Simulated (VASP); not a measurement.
Write the native input for VASP 6.6.1 that does the following.

* Task: single point
* Functional: PBEsol
* Potentials or basis: VASP PAW PBE potentials, release 64 (Mn_pv, O)
* Cutoff: 520 eV
* k mesh: 10 × 10 × 10
* Occupations: fermi-dirac, width 0.05 eV
* Spin: collinear spin, ferromagnetic start
* Starting moments: [4.0, 0.0] μB
* Dipole correction: no
* Further INCAR settings: ALGO = Normal; EDIFF = 1e-07; NBANDS = 20

The structure of MnO lies in POSCAR:

```
MnO
1.0
    0.0000000000      2.1153441236      2.1153441236
    2.1153441236      0.0000000000      2.1153441236
    2.1153441236      2.1153441236      0.0000000000
Mn O
1 1
Direct
    0.0000000000      0.0000000000      0.0000000000
    0.5000000000      0.5000000000      0.5000000000
```

The input as run:

INCAR

```
  ALGO = Normal
  EDIFF = 1E-7
  ENCUT = 520
  GGA = PS
  ISIF = 2
  ISMEAR = -1
  ISPIN = 2
  LASPH = T
  LCHARG = F
  LMAXMIX = 4
  LORBIT = 11
  LREAL = F
  LWAVE = F
  MAGMOM = 4 0
  NBANDS = 20
  NELM = 150
  PREC = Accurate
  SIGMA = 0.05
```

KPOINTS

```
k-points
0
Gamma
  10 10 10
```

Potentials or basis: VASP PAW PBE potentials, release 64 (Mn_pv, O).

Command:

```bash
$ cat potpaw_PBE.64/Mn_pv/POTCAR potpaw_PBE.64/O/POTCAR > POTCAR
$ mpirun -np 1 vasp_std > vasp.out
```

It gave:

| Property | Result |
| --- | --- |
| Pressure | 10.6 GPa |
| Net moment | 4.24 μB per cell |
| Site moments | Mn +3.90; O +0.17 μB |
| Valence electrons inside the program's atomic spheres | Mn 11.55; O 5.00 |

Caveat: the cell stands under pressure; the PAW data sets were made with another functional, which shifts forces and pressure a little; a cell with one magnetic atom can't hold antiferromagnetic order, which such compounds often take.

It took 41 s on 1 thread of Intel Xeon 8259CL, with other jobs on the host, peak memory 0.17 GiB.
